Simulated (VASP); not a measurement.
A run of VASP 6.6.1 is set up as follows.

INCAR

```
ALGO = Fast ; EDIFF = 1E-7
EDIFFG = -0.008 ; ENCUT = 600
GGA = PS ; IBRION = 2
ISIF = 3 ; ISMEAR = 0
LASPH = T ; LCHARG = F
LREAL = F ; LWAVE = F
NELM = 100 ; NSW = 70
PREC = Accurate ; PSTRESS = 600.0
SIGMA = 0.1
```

File KPOINTS:

```
k-points
0
Gamma
  20 20 20
```

POSCAR

```
W
1.0
   -1.5040573780      1.5040573780      1.5040573780
    1.5040573780     -1.5040573780      1.5040573780
    1.5040573780      1.5040573780     -1.5040573780
W
1
Direct
    0.0000000000      0.0000000000      0.0000000000
```

Potentials or basis: VASP PAW PBE potentials, release 64 (W_sv).

Launch:

```console
$ cat potpaw_PBE.64/W_sv/POTCAR > POTCAR
$ mpirun -np 1 vasp_std > vasp.out
```

Task: Predict the relaxed cell.

Result: a = 2.610 Å, b = 2.610 Å, c = 2.610 Å, α = 109.47°, β = 109.47°, γ = 109.47°.

Task: Estimate the relaxed volume.

Result: 13.69 Å³/atom.

Final structure:
```cif
data_structure
_symmetry_space_group_name_H-M 'P 1'
_symmetry_Int_Tables_number 1
_cell_length_a 2.6103
_cell_length_b 2.6103
_cell_length_c 2.6103
_cell_angle_alpha 109.471
_cell_angle_beta 109.471
_cell_angle_gamma 109.471
_cell_volume 13.69
loop_
_atom_site_label
_atom_site_type_symbol
_atom_site_fract_x
_atom_site_fract_y
_atom_site_fract_z
_atom_site_occupancy
W1 W 0.00000 0.00000 0.00000 1
```

Caveat: the cell is relaxed towards a set pressure, so the run minimises the enthalpy, not the energy; the PAW data sets were made with another functional, which shifts forces and pressure a little.
